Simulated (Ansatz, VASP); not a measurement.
**One calculation of BAs, two programs**

Contents of INCAR:

```
SYSTEM = BAs
ALGO = Normal ; EDIFF = 1E-6
ENCUT = 520 ; GGA = CA
ISIF = 2 ; ISMEAR = -1
LASPH = .TRUE. ; LCHARG = .FALSE.
LREAL = .FALSE. ; LWAVE = .FALSE.
NBANDS = 11 ; NELM = 100
PREC = Accurate ; SIGMA = 0.2
```

Contents of KPOINTS:

```
k-points
0
G
  12 12 12
  0 0 0
```

The input POSCAR:

```
BAs
1.0
    0.0000000000      2.0865469400      3.1298204100
    2.0865469400      0.0000000000      3.1298204100
    2.0865469400      2.0865469400      0.0000000000
B As
1 1
Direct
    0.0000000000      0.0000000000      0.0000000000
    0.7500000000      0.7500000000      0.7500000000
```

Input for Ansatz:

```yaml
crystal:
  lattice:
    - [0.0, 2.08654694, 3.12982041]
    - [2.08654694, 0.0, 3.12982041]
    - [2.08654694, 2.08654694, 0.0]
  atoms:
    - { symbol: B, position: [0.0, 0.0, 0.0] }
    - { symbol: As, position: [0.75, 0.75, 0.75] }
basis:
  ecutwfc: 420
kpoints:
  mp_grid: { grid: [12, 12, 12] }
hamiltonian:
  xc: lda
scf:
  occupations: { method: fermi_dirac, width: 0.2 }
output:
  forces: true
  stress: true
  eigenvalues: true
```

Alike in both runs: task single point; functional LDA; k mesh 12 × 12 × 12; occupations fermi-dirac, width 0.2 eV; no spin polarisation.

|  | VASP | Ansatz |
| --- | --- | --- |
| version | VASP 6.6.1 | Ansatz 0.2.0 |
| potentials or method | VASP PAW LDA potentials, release 64 (B, As), cutoff 520 eV | scalar-relativistic, plane waves, PAW |
| valence electrons in the cell | 8 | 18 |

|  | VASP | Ansatz | Ansatz less VASP |
| --- | --- | --- | --- |
| gap on the k mesh at the Fermi level (eV) | none | none | - |
| pressure (GPa) | -1.6 | -2.2 | -0.59 |
| traceless stress, the component that is largest in VASP (GPa) | -39.17 | -39.33 | -0.164 |

LDA's correlation is that of Perdew and Zunger in VASP and of Perdew and Wang (1992) in Ansatz. A gap of «none» marks a metal or a gap that the smearing closes. VASP's potentials hold 8 valence electrons a cell and Ansatz's 18, so a difference there can come from the potentials and not from the codes.
